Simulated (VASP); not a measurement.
# C (P6_3mc) in VASP: further runs

C is run at these levels: LDA; tasks: single point.

Everything below comes from runs of VASP 6.6.1. Logs are shortened: lines on timing, memory, paths and dates and some standing lists are left out, and cuts for length are marked.

**1. The cell of the first run**

Symmetry: P6_3mc, No. 186, hexagonal system. Conventional cell: a = 2.325 Å, b = 2.325 Å, c = 27.662 Å, α = 90.00°, β = 90.00°, γ = 120.00°. C (site symmetry 3m) has 3 C at 1.34 Å within 1.8 Å. C (site symmetry 3m) has 3 C at 1.34 Å within 1.8 Å. C (site symmetry 3m) has 3 C at 1.34 Å within 1.8 Å. Within 1.8 Å of C (site symmetry 3m) lie 3 C at 1.34 Å. C (site symmetry 3m) has 3 C at 1.34 Å within 1.8 Å. C (site symmetry 3m) has 3 C at 1.34 Å within 1.8 Å.

**2. Single point, LDA (atoms shifted along a free coordinate)**

Contents of INCAR:

```
SYSTEM = C
PREC     = Accurate       ! precision mode
ENCUT    = 520            ! plane-wave cutoff, eV
EDIFF    = 1E-6           ! SCF threshold, eV
ISMEAR   = 0              ! smearing method
SIGMA    = 0.15           ! smearing width, eV
LREAL    = .FALSE.        ! projectors in reciprocal space
LASPH    = .TRUE.         ! aspherical terms in the spheres
NELM     = 60             ! most SCF steps
ALGO     = Normal         ! electronic algorithm
ISIF     = 2              ! what is computed and relaxed
LWAVE    = .FALSE.        ! write WAVECAR
LCHARG   = .FALSE.        ! write CHGCAR
NBANDS   = 36             ! bands
```

Contents of KPOINTS:

```
regular mesh
0
G
  18 18 2
  0 0 0
```

Contents of POSCAR:

```
C
1.0
    2.3247365973      0.0000000000      0.0000000000
   -1.1623682987      2.0132809504      0.0000000000
    0.0000000000      0.0000000000     27.6620461979
C
12
Direct
    0.6666666667      0.3333333333      0.0014381788
    0.6666666667      0.3333333333      0.5014563039
    0.6666666667      0.3333333333      0.7298539282
    0.6666666667      0.3333333333      0.2298723132
    0.0000000000      0.0000000000      0.6156893956
    0.3333333333      0.6666666667      0.2298539282
    0.0000000000      0.0000000000      0.1156893956
    0.6666666667      0.3333333333      0.6176253558
    0.3333333333      0.6666666667      0.7298723132
    0.3333333333      0.6666666667      0.1176253558
    0.3333333333      0.6666666667      0.5014381788
    0.3333333333      0.6666666667      0.0014563039
```

Potentials or basis: VASP PAW LDA potentials, release 64 (C).

On the command line:

```console
$ cat potpaw_LDA.64/C/POTCAR > POTCAR
$ mpirun -np 1 vasp_std > vasp.out
```

OUTCAR:

```text
SYSTEM = C
   PREC = Accurate
   ENCUT = 520
   EDIFF = 1E-6
   ISMEAR = 0
   LREAL = .FALSE.
   LASPH = .TRUE.
   NELM = 60
   ISIF = 2

 ion  position               nearest neighbor table
   1  0.667  0.333  0.001-  12 1.34  12 1.34  12 1.34
   2  0.667  0.333  0.501-  11 1.34  11 1.34  11 1.34
   3  0.667  0.333  0.730-   9 1.34   9 1.34   9 1.34
   4  0.667  0.333  0.230-   6 1.34   6 1.34   6 1.34
   5  0.000  0.000  0.616-   8 1.34   8 1.34   8 1.34
   6  0.333  0.667  0.230-   4 1.34   4 1.34   4 1.34
   7  0.000  0.000  0.116-  10 1.34  10 1.34  10 1.34
   8  0.667  0.333  0.618-   5 1.34   5 1.34   5 1.34
   9  0.333  0.667  0.730-   3 1.34   3 1.34   3 1.34
  10  0.333  0.667  0.118-   7 1.34   7 1.34   7 1.34
  11  0.333  0.667  0.501-   2 1.34   2 1.34   2 1.34
  12  0.333  0.667  0.001-   1 1.34   1 1.34   1 1.34

  LATTYP: Found a hexagonal cell.
 ALAT       =     2.3247365973
 C/A-ratio  =    11.8990023343

  Lattice vectors:

 A1 = (   2.3247365973,   0.0000000000,   0.0000000000)
 A2 = (  -1.1623682987,   2.0132809504,   0.0000000000)
 A3 = (   0.0000000000,   0.0000000000,  27.6620461979)

Analysis of symmetry for initial positions (statically):
=====================================================================
 Subroutine PRICEL returns:
 Original cell was already a primitive cell.

 Routine SETGRP: Setting up the symmetry group for a
 hexagonal supercell.

 Subroutine GETGRP returns: Found 12 space group operations
 (whereof  6 operations were pure point group operations)
 out of a pool of 24 trial point group operations.

The static configuration has the point symmetry C_3v.
 The point group associated with its full space group is C_6v.

Analysis of symmetry for dynamics (positions and initial velocities):
=====================================================================
 Subroutine PRICEL returns:
 Original cell was already a primitive cell.

 Routine SETGRP: Setting up the symmetry group for a
 hexagonal supercell.

 Subroutine GETGRP returns: Found 12 space group operations
 (whereof  6 operations were pure point group operations)
 out of a pool of 24 trial point group operations.

The dynamic configuration has the point symmetry C_3v.
 The point group associated with its full space group is C_6v.

 Subroutine INISYM returns: Found 12 space group operations
 (whereof  6 operations are pure point group operations),
 and found     1 'primitive' translations

----------------------------------------------------------------------------------------

                                     Primitive cell

  volume of cell :     129.4680

  direct lattice vectors                    reciprocal lattice vectors
     2.324736597  0.000000000  0.000000000     0.430156260  0.248350832  0.000000000
    -1.162368299  2.013280950  0.000000000     0.000000000  0.496701665  0.000000000
     0.000000000  0.000000000 27.662046198     0.000000000  0.000000000  0.036150616

  length of vectors
     2.324736597  2.324736597 27.662046198     0.496701665  0.496701665  0.036150616

  position of ions in fractional coordinates (direct lattice)
     0.666666667  0.333333333  0.001438179
     0.666666667  0.333333333  0.501456304
     0.666666667  0.333333333  0.729853928
     0.666666667  0.333333333  0.229872313
     0.000000000  0.000000000  0.615689396
     0.333333333  0.666666667  0.229853928
     0.000000000  0.000000000  0.115689396
     0.666666667  0.333333333  0.617625356
     0.333333333  0.666666667  0.729872313
     0.333333333  0.666666667  0.117625356
     0.333333333  0.666666667  0.501438179
     0.333333333  0.666666667  0.001456304

  ion indices of the primitive-cell ions
   primitive index   ion index
                 1           1
                 2           2
                 3           3
                 4           4
                 5           5
                 6           6
                 7           7
                 8           8
                 9           9
                10          10
                11          11
                12          12

----------------------------------------------------------------------------------------

 KPOINTS: regular mesh

Automatic generation of k-mesh.
 Grid dimensions read from file:
 generate k-points for:   18   18    2

 Generating k-lattice:

  Cartesian coordinates                     Fractional coordinates (reciprocal lattice)
     0.023897570  0.013797268  0.000000000     0.055555556 -0.000000000  0.000000000
     0.000000000  0.027594537  0.000000000     0.000000000  0.055555556  0.000000000
     0.000000000  0.000000000  0.018075308     0.000000000  0.000000000  0.500000000

  Length of vectors
     0.027594537  0.027594537  0.018075308

  Shift w.r.t. Gamma in fractional coordinates (k-lattice)
     0.000000000  0.000000000  0.000000000

 Subroutine IBZKPT returns following result:
 ===========================================

 Found     74 irreducible k-points:

 Following reciprocal coordinates:
            Coordinates               Weight
  0.000000  0.000000  0.000000      1.000000
  0.055556  0.000000  0.000000      6.000000
  0.111111  0.000000  0.000000      6.000000
  0.166667  0.000000  0.000000      6.000000
  0.222222  0.000000  0.000000      6.000000
  0.277778  0.000000  0.000000      6.000000
[... 16 lines left out ...]
  0.333333  0.111111  0.000000     12.000000
  0.388889  0.111111  0.000000     12.000000
 [... further k-points ...]
   k-points           NKPTS =     74   k-points in BZ     NKDIM =     74   number of bands    NBANDS=     36
   number of dos      NEDOS =    301   number of ions     NIONS =     12
   total plane-waves  NPLWV =  68040
   dimension x,y,z NGX =    18 NGY =   18 NGZ =  210
   dimension x,y,z NGXF=    36 NGYF=   36 NGZF=  420
   ions per type =              12
   NGX,Y,Z   is equivalent  to a cutoff of  12.87, 12.87, 12.62 a.u.
   NGXF,Y,Z  is equivalent  to a cutoff of  25.74, 25.74, 25.24 a.u.
 SYSTEM =  C
   PREC   = accura    normal or accurate (medium, high low for compatibility)
   ISTART =      0    job   : 0-new  1-cont  2-samecut
   ICHARG =      2    charge: 1-file 2-atom 10-const
   ISPIN  =      1    spin polarized calculation?
   LNONCOLLINEAR =      F non collinear calculations
   LSORBIT =      F    spin-orbit coupling
   LASPH  =      T    aspherical Exc in radial PAW
   ENCUT  =  520.0 eV  38.22 Ry    6.18 a.u.   4.32  4.32 51.43*2*pi/ulx,y,z
   NELM   =     60;   NELMIN=  2; NELMDL= -5     # of ELM steps
   EDIFF  = 0.1E-05   stopping-criterion for ELM
   LREAL  =      F    real-space projection
   EDIFFG = 0.1E-04   stopping-criterion for IOM
   NSW    =      0    number of steps for IOM
   IBRION =     -1    ionic relax: 0-MD 1-quasi-New 2-CG
   NFREE  =      0    steps in history (QN), initial steepest desc. (CG)
   ISIF   =      2    stress and relaxation
   ISYM   =      2    0-nonsym 1-usesym 2-fastsym
   POTIM  = 0.5000    time-step for ionic-motion
   TEBEG  =    0.0;   TEEND  =   0.0 temperature during run
   PSTRESS=    0.0 pullay stress
   NELECT =      48.0000    total number of electrons
   NUPDOWN=      -1.0000    fix difference up-down
   EMIN   =  10.00;   EMAX   =-10.00  energy-range for DOS
   EFERMI =   0.00;   METHOD = LEGACY
   ISMEAR =     0;   SIGMA  =   0.15  broadening in eV -4-tet -1-fermi 0-gaus
   EFERMI_NEDOS =   21; number of points for ismear=-14 and -15
   IALGO  =     38    algorithm
   IMIX   =      4    mixing-type and parameters
     AMIX     =   0.40;   BMIX     =  1.00
     AMIX_MAG =   1.60;   BMIX_MAG =  1.00
  volume/ion in A,a.u.               =      10.79        72.81
  Fermi-wavevector in a.u.,A,eV,Ry     =   1.176073  2.222456 18.818880  1.383149
  Thomas-Fermi vector in A             =   2.312443
   LORBIT       =      0    0 simple, 1 ext, 2 COOP (PROOUT), +10 PAW based schemes
   GGA     = CA    functional components
   LHFCALC =     F    Hartree Fock is set to
   AEXX    =    0.0000 exact exchange contribution
   IVDW    =     0    specifies the selected vdW correction
   LEPSILON=     F    determine dielectric tensor
   LRPA    =     F    only Hartree local field effects (RPA)
 non-spin polarized calculation
 Gauss-broadening in eV      SIGMA  =   0.15
  energy-cutoff  :      520.00
  volume of cell :      129.47
 maximum number of plane-waves:      3574
 NGX is ok and might be reduce to    18
   NGX =  9   NGY =  9   NGZ =103

 number of electron      47.9999997 magnetization

 Free energy of the ion-electron system (eV)
  ---------------------------------------------------
  ext. energy  EPLUGINS =         0.00000000
  ---------------------------------------------------
  free energy    TOTEN  =      -118.78527779 eV

  energy without entropy =     -118.78115947  energy(sigma->0) =     -118.78321863

 E-fermi :   3.0111     XC(G=0):  -8.4648

 val. band max:        2.9987471219   @ k =   0.3333   0.3333   0.5000
 cond. band min:       3.0205466451   @ k =   0.3333   0.3333   0.5000
 fundamental gap:      0.0217995232
 Fermi energy:         3.0110720561

 k-point     1 :       0.0000    0.0000    0.0000
  band No.  band energies     occupation
      1     -17.8526      2.00000
      2     -17.8525      2.00000
      3     -17.6972      2.00000
      4     -17.6971      2.00000
      5     -17.5207      2.00000
      6     -17.5206      2.00000
[... 28 lines left out ...]
     35      12.5569      0.00000
     36      12.5677      0.00000

 k-point     2 :       0.0556    0.0000    0.0000
  band No.  band energies     occupation
      1     -17.7716      2.00000
      2     -17.7716      2.00000
      3     -17.6171      2.00000
      4     -17.6170      2.00000
      5     -17.4414      2.00000
      6     -17.4414      2.00000
[... 850 lines left out ...]
 k-point    24 :       0.3889    0.1111    0.0000
  band No.  band energies     occupation
      1     -12.5908      2.00000
      2     -12.5907      2.00000
      3     -12.4856      2.00000
      4     -12.4856      2.00000
      5     -12.3575      2.00000
      6     -12.3574      2.00000
[... 28 lines left out ...]
     35      13.5054      0.00000
     36      13.5781      0.00000

 [... further k-points ...]

------------------------ aborting loop because EDIFF is reached ----------------------------------------

  FORCE on cell =-STRESS in cart. coord.  units (eV):
  Direction    XX          YY          ZZ          XY          YZ          ZX
  --------------------------------------------------------------------------------------
  -------------------------------------------------------------------------------------
  Total       48.1714807     48.1714807      0.4685976     -0.0000000      0.0000000      0.0000000
  in kB      596.1261034    596.1261034      5.7989340     -0.0000000      0.0000000      0.0000000
  external PRESSURE =     399.3503803 kB  Pullay stress =       0.0000000 kB

 VOLUME and BASIS-vectors are now :
 -----------------------------------------------------------------------------
  energy-cutoff  :      520.00
  volume of cell :      129.47
      direct lattice vectors                 reciprocal lattice vectors
     2.324736597  0.000000000  0.000000000     0.430156260  0.248350832  0.000000000
    -1.162368299  2.013280950  0.000000000     0.000000000  0.496701665  0.000000000
     0.000000000  0.000000000 27.662046198     0.000000000  0.000000000  0.036150616

 POSITION                                       TOTAL-FORCE (eV/Angst)
 -----------------------------------------------------------------------------------
      1.16237      0.67109      0.03978        -0.000000      0.000000     -0.018431
      1.16237      0.67109     13.87131         0.000000     -0.000000     -0.022087
      1.16237      0.67109     20.18925        -0.000000      0.000000      0.024152
      1.16237      0.67109      6.35874        -0.000000      0.000000      0.040814
      0.00000      0.00000     17.03123        -0.000000      0.000000      0.833187
     -0.00000      1.34219      6.35823         0.000000     -0.000000      0.024152
      0.00000      0.00000      3.20021         0.000000      0.000000      0.833187
      1.16237      0.67109     17.08478        -0.000000      0.000000     -0.857635
     -0.00000      1.34219     20.18976         0.000000      0.000000      0.040814
     -0.00000      1.34219      3.25376         0.000000      0.000000     -0.857635
     -0.00000      1.34219     13.87081        -0.000000     -0.000000     -0.018431
     -0.00000      1.34219      0.04028         0.000000      0.000000     -0.022087
 -----------------------------------------------------------------------------------
    total drift:                               -0.000000     -0.000000      0.000193

  FREE ENERGIE OF THE ION-ELECTRON SYSTEM (eV)
  ---------------------------------------------------
  free  energy   TOTEN  =      -118.7852777930 eV

  energy  without entropy=     -118.7811594679  energy(sigma->0) =     -118.78321863
```

Wall time 5.2 min (1 thread of Intel Xeon Platinum 8488C (Sapphire Rapids), shared host); peak memory 0.35 GiB.

What came out:

```yaml
Free_energy: -118.7853 eV
Pressure: 39.9 GPa
Largest_force: 0.858 eV/Å
```

Forces in eV/Å, atoms in the order of the input:
```
C    0.000  0.000 -0.018
C    0.000  0.000 -0.022
C    0.000  0.000  0.024
C    0.000  0.000  0.041
C    0.000  0.000  0.833
C    0.000  0.000  0.024
C    0.000  0.000  0.833
C    0.000  0.000 -0.858
C    0.000  0.000  0.041
C    0.000  0.000 -0.858
C    0.000  0.000 -0.018
C    0.000  0.000 -0.022
```

Stress tensor (GPa, compression positive):
```
59.61  0.00  0.00
 0.00 59.61  0.00
 0.00  0.00  0.58
```

Caveat: the cell differs from its parent crystal (atoms shifted along a free coordinate); the cell stands under pressure.

**3. Single point, LDA (atoms shifted along a free coordinate)**

Contents of INCAR:

```
  ALGO = Normal
  EDIFF = 1E-6
  ENCUT = 520
  GGA = CA
  ISIF = 2
  ISMEAR = 0
  LASPH = True
  LCHARG = False
  LREAL = False
  LWAVE = False
  NBANDS = 36
  NELM = 80
  PREC = Accurate
  SIGMA = 0.15
```

Contents of KPOINTS:

```
k-points
0
Gamma
  18 18 2
```

Edit POSCAR of step 2 so:

```diff
@@ -15,5 +15,5 @@
     0.0000000000      0.0000000000      0.1156893956
-    0.6666666667      0.3333333333      0.6176253558
+    0.6666666667      0.3333333333      0.6137543846
     0.3333333333      0.6666666667      0.7298723132
-    0.3333333333      0.6666666667      0.1176253558
+    0.3333333333      0.6666666667      0.1137543846
     0.3333333333      0.6666666667      0.5014381788
```

Potentials or basis: VASP PAW LDA potentials, release 64 (C).

On the command line:

```console
$ cat potpaw_LDA.64/C/POTCAR > POTCAR
$ mpirun -np 1 vasp_std > vasp.out
```

Wall time 5.7 min (1 thread of Intel Xeon Platinum 8488C (Sapphire Rapids), shared host); peak memory 0.35 GiB.

It converged, with:

- Free energy: -118.7854 eV
- Pressure: 39.9 GPa
- Largest force: 0.856 eV/Å

Forces in eV/Å, atoms in the order of the input:
```
C    0.000  0.000 -0.040
C    0.000  0.000 -0.024
C    0.000  0.000  0.023
C    0.000  0.000  0.019
C    0.000  0.000 -0.834
C    0.000  0.000  0.023
C    0.000  0.000 -0.834
C    0.000  0.000  0.856
C    0.000  0.000  0.019
C    0.000  0.000  0.856
C    0.000  0.000 -0.040
C    0.000  0.000 -0.024
```

Stress tensor (GPa, compression positive):
```
59.61  0.00  0.00
 0.00 59.61  0.00
 0.00  0.00  0.58
```

Caveat: the cell differs from its parent crystal (atoms shifted along a free coordinate); the cell stands under pressure.

**4. Single point, LDA (atoms shifted along a free coordinate)**

Contents of INCAR:

```
ALGO = Normal ; EDIFF = 1E-6
ENCUT = 520 ; ISIF = 2
ISMEAR = 0 ; LASPH = T
LCHARG = T ; LELF = T
LREAL = F ; LVHAR = T
LWAVE = F ; NBANDS = 36
NELM = 60 ; PREC = Accurate
SIGMA = 0.15
```

KPOINTS is that of step 3.

Contents of POSCAR:

```
C
1.0
    2.5537533310      0.0000000000      0.0000000000
   -1.2768766655      2.2116152596      0.0000000000
    0.0000000000      0.0000000000     30.3871168463
C
12
Direct
    0.6666666667      0.3333333333      0.0014381788
    0.6666666667      0.3333333333      0.5014563039
    0.6666666667      0.3333333333      0.7298539282
    0.6666666667      0.3333333333      0.2298723132
    0.0000000000      0.0000000000      0.6156893956
    0.3333333333      0.6666666667      0.2298539282
    0.0000000000      0.0000000000      0.1156893956
    0.6666666667      0.3333333333      0.6195642792
    0.3333333333      0.6666666667      0.7298723132
    0.3333333333      0.6666666667      0.1195642792
    0.3333333333      0.6666666667      0.5014381788
    0.3333333333      0.6666666667      0.0014563039
```

On the command line:

```console
$ cat potpaw_LDA.64/C/POTCAR > POTCAR
$ mpirun -np 1 vasp_std > vasp.out
```

Wall time 15 min (1 thread of Intel Xeon 8259CL, shared host); peak memory 0.42 GiB.

It converged, with:

* Free energy: -119.5842 eV
* Largest force: 2.030 eV/Å

Forces on the atoms (eV/Å):
```
C    0.000  0.000  0.023
C    0.000  0.000  0.011
C    0.000  0.000 -0.018
C    0.000  0.000 -0.005
C    0.000  0.000  2.020
C    0.000  0.000 -0.018
C    0.000  0.000  2.020
C    0.000  0.000 -2.030
C    0.000  0.000 -0.005
C    0.000  0.000 -2.030
C    0.000  0.000  0.023
C    0.000  0.000  0.011
```

Caveat: the cell differs from its parent crystal (atoms shifted along a free coordinate).
